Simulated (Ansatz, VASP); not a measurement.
Two plane-wave programs on Cu

File INCAR:

```
  PREC = Accurate
  ENCUT = 520
  EDIFF = 1E-6
  ISMEAR = 0
  SIGMA = 0.15
  LREAL = False
  LASPH = True
  NELM = 100
  ALGO = Fast
  ISIF = 2
  LWAVE = False
  LCHARG = True
  GGA = PE
  LELF = True
  LVHAR = True
  NBANDS = 12
```

Contents of KPOINTS:

```
Automatic mesh
0
Gamma
  24 24 24
```

The input POSCAR:

```
Cu
1.0
    0.0000000000      2.1343853302      1.4507417090
    2.1343853302      0.0000000000      1.4507417090
    2.1343853302      2.1343853302      0.0000000000
Cu
1
Direct
    0.0000000000      0.0000000000      0.0000000000
```

Input for Ansatz:

```yaml
crystal:
  lattice:
    - [0.0, 2.1343853302, 1.450741709]
    - [2.1343853302, 0.0, 1.450741709]
    - [2.1343853302, 2.1343853302, 0.0]
  atoms:
    - { symbol: Cu, position: [0.0, 0.0, 0.0] }
basis:
  ecutwfc: 520.0
kpoints:
  mp_grid: { grid: [24, 24, 24] }
hamiltonian:
  xc: pbe
  pseudopotentials: { kind: paw, azcp: { folder: soft_1 } }
scf:
  occupations: { method: gaussian, width: 0.15 }
output:
  forces: true
  stress: true
  eigenvalues: true
```

Alike in both runs: task single point; functional PBE; k mesh 24 × 24 × 24; occupations gaussian, width 0.15 eV; no spin polarisation.

|  | VASP | Ansatz |
| --- | --- | --- |
| version | VASP 6.6.1 | Ansatz 0.2.0 |
| potentials or method | VASP PAW PBE potentials, release 64 (Cu), cutoff 520 eV | scalar-relativistic, plane waves, PAW |
| valence electrons in the cell | 11 | 19 |

|  | VASP | Ansatz | Ansatz less VASP |
| --- | --- | --- | --- |
| gap on the k mesh at the Fermi level (eV) | none | none | - |
| pressure (GPa) | -9.8 | -10.5 | -0.67 |
| traceless stress, the component that is largest in VASP (GPa) | -0.26 | -0.26 | +0.003 |

A gap of «none» marks a metal or a gap that the smearing closes. With one functional, cell and mesh, what is left measures potentials, basis and numerics. VASP's potentials hold 11 valence electrons a cell and Ansatz's 19, so a difference there can come from the potentials and not from the codes.
